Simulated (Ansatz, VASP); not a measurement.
## PtS2: VASP beside Ansatz

```xyz
6
Lattice="3.5415 0.0000 0.0000 -1.7708 3.0671 0.0000 0.0000 0.0000 22.4671" Properties=species:S:1:pos:R:3 pbc="T T T"
S     1.7708    1.0224    4.5000
S     0.0000    2.0447    6.9835
S    -0.5903    4.0894   10.7735
S     1.1805    3.0671   13.2571
Pt    0.0000    0.0000    5.7418
Pt    1.1805    5.1118   12.0153
```

Alike in both runs: task single point; functional PBE; dispersion D3(BJ); k mesh 9 × 9 × 1; occupations gaussian, width 0.05 eV; no spin polarisation.

|  | VASP | Ansatz |
| --- | --- | --- |
| version | VASP 6.6.1 | Ansatz 0.2.0 |
| potentials or method | VASP PAW PBE potentials, release 64 (S, Pt), cutoff 520 eV | scalar-relativistic, plane waves, PAW |
| valence electrons in the cell | 44 | 60 |

|  | VASP | Ansatz | Ansatz less VASP |
| --- | --- | --- | --- |
| gap on the k mesh at the Fermi level (eV) | 1.59 | 1.59 | -0.005 |
| least direct gap on the mesh (eV) | 1.68 | 1.67 | -0.006 |
| rms of the force components (eV/Å) | 0.024 | 0.028 | +0.0034 |

VASP's potentials hold 44 valence electrons a cell and Ansatz's 60, so a difference there can come from the potentials and not from the codes.

Neither program's run includes spin-orbit coupling.
